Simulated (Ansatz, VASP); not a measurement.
## C: VASP beside Ansatz

```
C
1.0
     5.62833    0.00000    0.00000
    -2.81417    4.87428    0.00000
     0.00000    0.00000    1.27833
C
3
Cartesian
  0.0000 0.0000 0.0000
  0.0000 3.2495 0.6392
  2.8142 1.6248 0.6392
```

Alike in both runs: task relaxation of cell and atoms; functional r2SCAN; k mesh 9 × 9 × 34; occupations gaussian, width 0.1 eV; no spin polarisation.

```csv
,VASP,Ansatz
version,VASP 6.6.1,Ansatz 0.2.0
potentials or method,"VASP PAW PBE potentials, release 64 (C), cutoff 600 eV","scalar-relativistic, plane waves, PAW"
valence electrons in the cell,12,12
```

```tsv
	VASP	Ansatz	Ansatz less VASP
gap on the k mesh at the Fermi level, each at its own relaxed structure (eV)	none	none	-
relaxed volume (Å³/atom)	15.60	16.36	+0.759
relaxed length of the cell vector where the two differ most in proportion (Å)	6.512	6.669	+0.1562
```

VASP's potentials were made for PBE, not for r2SCAN. A gap of «none» marks a metal or a gap that the smearing closes.

Noted on VASP's run: the volume moved by over 15 % at a fixed basis, so the end points are rough.
